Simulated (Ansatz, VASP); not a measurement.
**Two plane-wave programs on C**

```
CELL_PARAMETERS angstrom
0.00000 1.64965 1.78340
1.64965 0.00000 1.78340
1.64965 1.64965 0.00000
ATOMIC_POSITIONS crystal
C 0.50000 0.50000 0.50000
C 0.75000 0.75000 0.75000
```

Change from the starting cell: strain -0.0750 x Voigt [1, 1, 0, 0, 0, 0], atoms carried along.

Alike in both runs: task single point; functional LDA; k mesh 12 × 12 × 12; occupations gaussian, width 0.05 eV; no spin polarisation.

|  | VASP | Ansatz |
| --- | --- | --- |
| version | VASP 6.6.1 | Ansatz 0.2.0 |
| potentials or method | VASP PAW LDA potentials, release 64 (C), cutoff 520 eV | scalar-relativistic, plane waves, PAW |
| valence electrons in the cell | 8 | 8 |

```csv
,VASP,Ansatz,Ansatz less VASP
gap on the k mesh at the Fermi level (eV),3.44,3.45,+0.014
least direct gap on the mesh (eV),5.24,5.24,0.000
pressure (GPa),76.3,74.0,-2.29
"traceless stress, the component that is largest in VASP (GPa)",-60.84,-60.98,-0.136
```

LDA's correlation is that of Perdew and Zunger in VASP and of Perdew and Wang (1992) in Ansatz. Both programs put the cell under a high pressure, so it lies far from rest at this level.

Noted on VASP's run: the cell as given lies far from equilibrium.
